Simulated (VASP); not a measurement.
Input of a VASP 6.6.1 run:

The input INCAR:

```
SYSTEM = CaB2
  ALGO = Normal
  EDIFF = 1E-6
  EDIFFG = -0.01
  ENCUT = 600
  GGA = PE
  IBRION = 2
  ISIF = 3
  ISMEAR = 0
  LASPH = .True.
  LCHARG = .False.
  LREAL = .False.
  LWAVE = .False.
  NELM = 80
  NSW = 100
  PREC = Accurate
  SIGMA = 0.1
```

Contents of KPOINTS:

```
k-points
0
Gamma
  6 6 6
  0 0 0
```

The input POSCAR:

```
CaB2
1.0
    5.9183708851      0.0000000000      0.0000000000
    0.0000000000      5.9183708851      0.0000000000
    0.0000000000      0.0000000000      5.9183708851
Ca B
2 4
Direct
    0.0000000000      0.0000000000      0.0000000000
    0.5000000000      0.5000000000      0.5000000000
    0.2500000000      0.2500000000      0.2500000000
    0.2500000000      0.7500000000      0.7500000000
    0.7500000000      0.7500000000      0.2500000000
    0.7500000000      0.2500000000      0.7500000000
```

Potentials or basis: VASP PAW PBE potentials, release 64 (Ca_sv, B).

Command:

```sh
$ cat potpaw_PBE.64/Ca_sv/POTCAR potpaw_PBE.64/B/POTCAR > POTCAR
$ mpirun -np 1 vasp_std > vasp.out
```

Question: What does it give for the relaxed cell?

Answer: a = 5.894 Å, b = 5.894 Å, c = 5.894 Å, α = 90.00°, β = 90.00°, γ = 90.00°.

Question: Estimate the space group after relaxing (to 0.1 Å).

Answer: Pn-3m (No. 224).

Question: What does it give for the relaxed volume?

Answer: 34.12 Å³/atom.

Question: What does it give for the band gap on the k mesh?

Answer: Zero (bands 16 and 17 overlap by 0.12 eV).

Final structure:
```
Ca B
1.0
     5.89356    0.00000    0.00000
     0.00000    5.89356    0.00000
     0.00000    0.00000    5.89356
Ca B
2 4
Direct
  0.00000 0.00000 0.00000
  0.50000 0.50000 0.50000
  0.25000 0.25000 0.25000
  0.25000 0.75000 0.75000
  0.75000 0.75000 0.25000
  0.75000 0.25000 0.75000
```
